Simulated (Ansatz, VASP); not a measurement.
**Two plane-wave programs on AlCo**

The input INCAR:

```
SYSTEM = AlCo
PREC = Accurate ; ENCUT = 600
EDIFF = 1E-6 ; ISMEAR = -1
SIGMA = 0.05 ; LREAL = .FALSE.
LASPH = .TRUE. ; NELM = 120
ALGO = Normal ; ISIF = 2
LWAVE = .FALSE. ; LCHARG = .FALSE.
GGA = PE ; NBANDS = 28
GGA_COMPAT = .FALSE.
```

The input KPOINTS:

```
regular mesh
0
G
  10 10 6
  0 0 0
```

Contents of POSCAR:

```
AlCo
1.0
    2.5063649354      0.0000000000      0.0000000000
   -1.2531824677      2.1705757052      0.0000000000
    0.0000000000      0.0000000000      7.1848823452
Co Al
2 2
Direct
    0.0000000000      0.0000000000      0.0000000000
    0.0000000000      0.0000000000      0.5000000000
    0.3333333333      0.6666666667      0.2500000000
    0.6666666667      0.3333333333      0.7500000000
```

Input for Ansatz:

```yaml
crystal:
  lattice:
    - [2.5063649354, 0.0, 0.0]
    - [-1.2531824677, 2.1705757052, 0.0]
    - [0.0, 0.0, 7.1848823452]
  atoms:
    - { symbol: Co, position: [0.0, 0.0, 0.0] }
    - { symbol: Co, position: [0.0, 0.0, 0.5] }
    - { symbol: Al, position: [0.3333333333, 0.6666666667, 0.25] }
    - { symbol: Al, position: [0.6666666667, 0.3333333333, 0.75] }
kpoints:
  mp_grid: { grid: [10, 10, 6] }
  band_path:
    path:
      - [0.0, 0.0, 0.0]
      - [0.5, 0.0, 0.0]
      - [0.3333333333, 0.3333333333, 0.0]
      - [0.0, 0.0, 0.0]
      - [0.0, 0.0, 0.5]
      - [0.5, 0.0, 0.5]
      - [0.3333333333, 0.3333333333, 0.5]
      - [0.0, 0.0, 0.5]
      - [0.5, 0.0, 0.5]
    npoints: 8
scf:
  occupations: { method: fermi_dirac, width: 0.05 }
hamiltonian:
  xc: pbe
  pseudopotentials: { kind: paw }
output:
  forces: true
  stress: true
  eigenvalues: true
  populations: true
  dos: { projected: true, de: 0.2, e_range: [-14, 8] }
```

Change from the starting cell: volume scaled by 0.8, PAW files.

Alike in both runs: task single point; functional PBE; k mesh 10 × 10 × 6; occupations fermi-dirac, width 0.05 eV; no spin polarisation.

```csv
,VASP,Ansatz
version,VASP 6.6.1,Ansatz 0.2.0
potentials or method,"VASP PAW PBE potentials, release 64 (Co_sv, Al)","PAW with Ansatz's default frozen-core files, scalar-relativistic"
plane-wave cutoff (eV),600,420
valence electrons in the cell,40,40
```

|  | VASP | Ansatz | Ansatz less VASP |
| --- | --- | --- | --- |
| pressure (GPa) | 55.1 | 57.4 | +2.34 |

Both programs put the cell under a high pressure, so it lies far from rest at this level. The functional is the same, so the differences come from potentials, cutoffs and numerics.
